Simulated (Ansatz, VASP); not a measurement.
CdSe in VASP and in Ansatz

```
CELL_PARAMETERS angstrom
0.00000 3.07027 3.07027
3.07027 0.00000 3.07027
3.07027 3.07027 0.00000
ATOMIC_POSITIONS crystal
Cd 0.00000 0.00000 0.00000
Se 0.75000 0.75000 0.75000
```

Alike in both runs: task single point; functional PBE; k mesh 4 × 4 × 4; no spin polarisation.

|  | VASP | Ansatz |
| --- | --- | --- |
| version | VASP 6.6.1 | Ansatz 0.2.0 |
| potentials or method | VASP PAW PBE potentials, release 64 (Cd, Se), cutoff 500 eV | plane waves, PAW |
| occupations | gaussian, width 0.01 eV | fixed |
| valence electrons in the cell | 18 | 36 |

Ansatz gave:

```
gap on the k mesh at the Fermi level (eV) : 0.54
```

Estimate VASP's values.

gap on the k mesh at the Fermi level (eV): 0.53.

VASP's potentials hold 18 valence electrons a cell and Ansatz's 36, so a difference there can come from the potentials and not from the codes.

The k mesh is coarse, so the values compare programs but aren't converged.
